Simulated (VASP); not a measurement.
Here is a VASP 6.6.1 calculation.

Contents of POSCAR:

```
NaCl
1.0
    0.0000000000      2.8027319616      2.8027319616
    2.8027319616      0.0000000000      2.8027319616
    2.8027319616      2.8027319616      0.0000000000
Na Cl
1 1
Direct
    0.0000000000      0.0000000000      0.0000000000
    0.5000000000      0.5000000000      0.5000000000
```

INCAR.step1

```
PREC = Accurate ; ENCUT = 520
EDIFF = 1E-5 ; ISMEAR = 0
SIGMA = 0.01 ; LREAL = F
LASPH = T ; NELM = 60
ALGO = Normal ; ISIF = 2
LWAVE = T ; GGA = PE
NBANDS = 14
```

The input INCAR.step2:

```
PREC = Accurate ; ENCUT = 520
EDIFF = 1E-7 ; ISMEAR = 0
SIGMA = 0.01 ; LREAL = F
LASPH = T ; NELM = 60
ALGO = Normal ; ISIF = 2
LWAVE = F ; LCHARG = T
GGA = PE ; LHFCALC = T
HFSCREEN = 0.2079 ; PRECFOCK = Normal
LELF = T ; LVHAR = T
ISTART = 1 ; NBANDS = 14
```

File KPOINTS:

```
Automatic mesh
0
Gamma
  4 4 4
```

Potentials or basis: VASP PAW PBE potentials, release 64 (Na_pv, Cl).

The run is started by

```sh
$ cat potpaw_PBE.64/Na_pv/POTCAR potpaw_PBE.64/Cl/POTCAR > POTCAR
$ cp INCAR.step1 INCAR
$ mpirun -np 1 vasp_std > vasp.out
$ cp INCAR.step2 INCAR
$ mpirun -np 1 vasp_std > vasp.out
```

(1) What does it give for the band gap on the k mesh?

(2) Predict the pressure.

## Answers

(1) 6.55 eV.

(2) 0.7 GPa.

Caveat: the k points lie up to 0.49 Å⁻¹ apart; the PAW data sets were made with another functional, which shifts forces and pressure a little.
